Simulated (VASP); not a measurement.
Wanted: the native input for a VASP 6.6.1 run.

- Task: relaxation of cell and atoms
- Functional: PBE
- Potentials or basis: VASP PAW PBE potentials, release 64 (Cd)
- Cutoff: 600 eV
- k mesh: 17 × 17 × 17
- Occupations: fermi-dirac, width 0.1 eV
- Spin: no spin polarisation
- Target pressure: 48 GPa
- Dipole correction: no
- Further INCAR settings: ALGO = Normal; EDIFF = 1e-07; IBRION = 2; EDIFFG = -0.005; NSW = 60; ISIF = 3

The structure of Cd lies in POSCAR:

```
Cd
1.0
   -1.5747602085      1.5747602085      1.5747602085
    1.5747602085     -1.5747602085      1.5747602085
    1.5747602085      1.5747602085     -1.5747602085
Cd
1
Direct
    0.0000000000      0.0000000000      0.0000000000
```

This isn't the form of Cd at room conditions, which is hcp.

One way to write it, as run:

INCAR

```
PREC = Accurate
ENCUT = 600
EDIFF = 1E-7
ISMEAR = -1
SIGMA = 0.1
LREAL = F
LASPH = T
NELM = 100
ALGO = Normal
ISIF = 3
LWAVE = F
LCHARG = F
GGA = PE
IBRION = 2
NSW = 60
EDIFFG = -0.005
PSTRESS = 480.0
```

KPOINTS

```
regular mesh
0
Gamma
  17 17 17
```

Potentials or basis: VASP PAW PBE potentials, release 64 (Cd).

The run is started by

```console
$ cat potpaw_PBE.64/Cd/POTCAR > POTCAR
$ mpirun -np 1 vasp_std > vasp.out
```

It gave:

```yaml
Relaxed_volume: 15.76 Å³/atom
Relaxed_cell: a = 2.736 Å, b = 2.736 Å, c = 2.736 Å, α = 109.47°, β = 109.47°, γ = 109.47°
Space_group_after_relaxing_to_0.1_Å: Im-3m (No. 229)
Energy_change_on_relaxing_the_run_minimises_the_enthalpy: -43.5 meV/atom
Ionic_steps: 3
Pressure_after_relaxing: 48.0 GPa
Band_gap_on_the_k_mesh: zero (bands 6 and 7 overlap by 3.48 eV)
```

Caveat: the cell is relaxed towards a set pressure, so the run minimises the enthalpy, not the energy.

It took 77 s on 1 thread of Intel Xeon 8259CL, on a shared host, peak memory 0.17 GiB.
